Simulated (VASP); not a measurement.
Write the native input for VASP 6.6.1 that does the following.

| Quantity | Value |
| --- | --- |
| Task | single point |
| Functional | PBE |
| Potentials or basis | VASP PAW PBE potentials, release 64 (Ni, Al) |
| Cutoff | 520 eV |
| k mesh | 8 × 8 × 8 |
| Occupations | fermi-dirac, width 0.1 eV |
| Spin | no spin polarisation |
| Dipole correction | no |
| Further INCAR settings | ALGO = Normal; EDIFF = 1e-06; NBANDS = 14 |

The structure of AlNi (CsCl type) lies in POSCAR:

```
AlNi
1.0
    2.8900000000      0.0000000000      0.0000000000
    0.0000000000      2.8900000000      0.0000000000
    0.0000000000      0.0000000000      2.8900000000
Ni Al
1 1
Direct
    0.0069204152      0.0000000000      0.0000000000
    0.5000000000      0.5000000000      0.5000000000
```

The input as run:

INCAR

```
SYSTEM = AlNi
ALGO     = Normal         ! electronic algorithm
EDIFF    = 1E-6           ! SCF threshold, eV
ENCUT    = 520            ! plane-wave cutoff, eV
GGA      = PE             ! functional
ISIF     = 2              ! what is computed and relaxed
ISMEAR   = -1             ! smearing method
LASPH    = .TRUE.         ! aspherical terms in the spheres
LCHARG   = .TRUE.         ! write CHGCAR
LELF     = .TRUE.         ! ELF
LREAL    = .FALSE.        ! projectors in reciprocal space
LVHAR    = .TRUE.       
LWAVE    = .FALSE.        ! write WAVECAR
NBANDS   = 14             ! bands
NELM     = 80             ! most SCF steps
PREC     = Accurate       ! precision mode
SIGMA    = 0.1            ! smearing width, eV
```

KPOINTS

```
k-points
0
G
  8 8 8
  0 0 0
```

Potentials or basis: VASP PAW PBE potentials, release 64 (Ni, Al).

Run with:

```console
$ cat potpaw_PBE.64/Ni/POTCAR potpaw_PBE.64/Al/POTCAR > POTCAR
$ mpirun -np 1 vasp_std > vasp.out
```

Results of the run:

```json
{
 "Pressure": "0.7 GPa",
 "Largest force": "0.116 eV/Å"
}
```

Wall time 16 s on 1 thread of Intel Xeon 6975P-C, with other jobs on the host, peak memory 0.15 GiB.
